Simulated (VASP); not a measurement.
A run of VASP 6.6.1 is set up as follows.

INCAR

```
  PREC = Accurate
  ENCUT = 520
  EDIFF = 1E-6
  ISMEAR = -1
  SIGMA = 0.05
  LREAL = F
  LASPH = T
  NELM = 60
  ALGO = Normal
  ISIF = 2
  LWAVE = F
  LCHARG = T
  GGA = PE
  LELF = T
  LVHAR = T
  NBANDS = 29
```

KPOINTS

```
Automatic mesh
0
Gamma
  13 13 13
```

POSCAR

```
TiSi2
1.0
    0.0000000000      4.1180000000      4.1762700000
    2.3865000000      0.0000000000      4.1762700000
    2.3865000000      4.1180000000      0.0000000000
Ti Si
2 4
Direct
    0.7500000000      0.7500000000      0.7500000000
    0.5000000000      0.5000000000      0.5000000000
    0.0860315554      0.4139684446      0.0860315554
    0.4139684446      0.0860315554      0.4139684446
    0.1639684446      0.8360315554      0.1639684446
    0.8360315554      0.1639684446      0.8360315554
```

Potentials or basis: VASP PAW PBE potentials, release 64 (Ti_sv, Si).

The run is started by

```sh
$ cat potpaw_PBE.64/Ti_sv/POTCAR potpaw_PBE.64/Si/POTCAR > POTCAR
$ mpirun -np 1 vasp_std > vasp.out
```

**Question.** What does it give for the band gap on the k mesh?

**Answer.** Zero (bands 20 and 21 overlap by 1.97 eV).

**Question.** What does it give for the pressure?

**Answer.** 6.2 GPa.

Stress tensor (GPa, compression positive):
```
 4.72  0.00  0.00
 0.00  2.19  0.00
 0.00  0.00 11.62
```

Caveat: the cell differs from its parent crystal (z stretched by -2 %, then relaxed in part); the stress differs along the axes, from 2 to 12 GPa.
